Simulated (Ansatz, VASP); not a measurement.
**Two plane-wave programs on Mo**

```
Mo
1.0
    -1.57365    1.57365    1.57365
     1.57365   -1.57365    1.57365
     1.57365    1.57365   -1.57365
Mo
1
Direct
  0.00000 0.00000 0.00000
```

Alike in both runs: task relaxation of cell and atoms; functional LDA; k mesh 14 × 14 × 14; occupations fermi-dirac, width 0.1 eV; no spin polarisation.

|  | VASP | Ansatz |
| --- | --- | --- |
| version | VASP 6.6.1 | Ansatz 0.2.0 |
| potentials or method | VASP PAW LDA potentials, release 64 (Mo_sv), cutoff 600 eV | plane waves (420 eV) with PAW, scalar-relativistic |
| valence electrons in the cell | 14 | 14 |

Ansatz gave:

| Property | Result |
| --- | --- |
| relaxed volume (Å³/atom) | 15.09 |
| relaxed cell length with the largest relative difference (Å) | 2.696 |

Task: Estimate VASP's values.

Result: Relaxed volume (Å³/atom): 15.15; relaxed cell length with the largest relative difference (Å): 2.700.

Ansatz warns that its potentials were made for another functional, while VASP's fit it. LDA's correlation is that of Perdew and Zunger in VASP and of Perdew and Wang (1992) in Ansatz.
